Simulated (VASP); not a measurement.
# BaS: relaxation of cell and atoms with PBEsol

BaS:

```xyz
2
Lattice="0.0000 3.1850 3.1850 3.1850 0.0000 3.1850 3.1850 3.1850 0.0000" Properties=species:S:1:pos:R:3 pbc="T T T"
Ba    0.0000    0.0000    0.0000
S     3.1850    3.1850    3.1850
```

```json
{
 "Program": "VASP 6.6.1",
 "Task": "relaxation of cell and atoms",
 "Functional": "PBEsol",
 "Potentials or basis": "VASP PAW PBE potentials, release 64 (Ba_sv, S)",
 "Cutoff": "500 eV",
 "k mesh": "8 × 8 × 8",
 "Occupations": "gaussian, width 0.02 eV",
 "Spin": "no spin polarisation",
 "Dipole correction": "no",
 "Further INCAR settings": "ALGO = Normal; EDIFF = 1e-07; IBRION = 2; EDIFFG = -0.002; NSW = 100; ISIF = 3"
}
```

```json
{"Relaxed volume": "32.19 Å³/atom", "Relaxed cell": "a = 4.499 Å, b = 4.499 Å, c = 4.499 Å, α = 60.00°, β = 60.00°, γ = 60.00°", "Space group after relaxing (to 0.1 Å)": "Fm-3m (No. 225)", "Energy gained by relaxing": "0.1 meV/atom", "Ionic steps": "3", "Pressure after relaxing": "0.0 GPa", "Band gap on the k mesh": "1.96 eV (least direct gap 2.09 eV)"}
```

The path:
| step | energy change (eV) | largest force (eV/Å) | pressure (GPa) | volume (Å³) |
| --- | --- | --- | --- | --- |
| 1 | 0.0000 | 0.0000 | -0.17 | 64.62 |
| 2 | -0.0001 | 0.0000 | 0.06 | 64.30 |
| 3 | -0.0001 | 0.0000 | 0.00 | 64.38 |

Final structure:
```
CELL_PARAMETERS angstrom
0.00000 3.18106 3.18106
3.18106 0.00000 3.18106
3.18106 3.18106 0.00000
ATOMIC_POSITIONS crystal
Ba 0.00000 0.00000 0.00000
S 0.50000 0.50000 0.50000
```

Levels at points of the mesh, in eV from the valence-band top:
| k point | band 5 | band 6 | band 7 | band 8 | band 9 | band 10 | band 11 | band 12 |
| --- | --- | --- | --- | --- | --- | --- | --- | --- |
| (0.00, 0.00, 0.00) | -10.37 | 0.00 | 0.00 | 0.00 | 3.47 | 3.78 | 3.78 | 3.78 |
| (0.50, 0.00, 0.00) | -9.04 | -2.02 | -1.13 | -1.13 | 5.51 | 5.56 | 6.31 | 6.31 |
| (0.50, 0.50, 0.00) | -10.28 | -0.53 | -0.13 | -0.13 | 1.96 | 5.93 | 6.00 | 7.55 |

Run time: 80 s on 1 thread of Intel Xeon 8259CL, on a shared host, peak memory 0.21 GiB.

Caveat: the PAW data sets were made with another functional, which shifts forces and pressure a little; spin-orbit coupling is left out, which moves the levels of the heavy elements. A k mesh can miss the band edges.
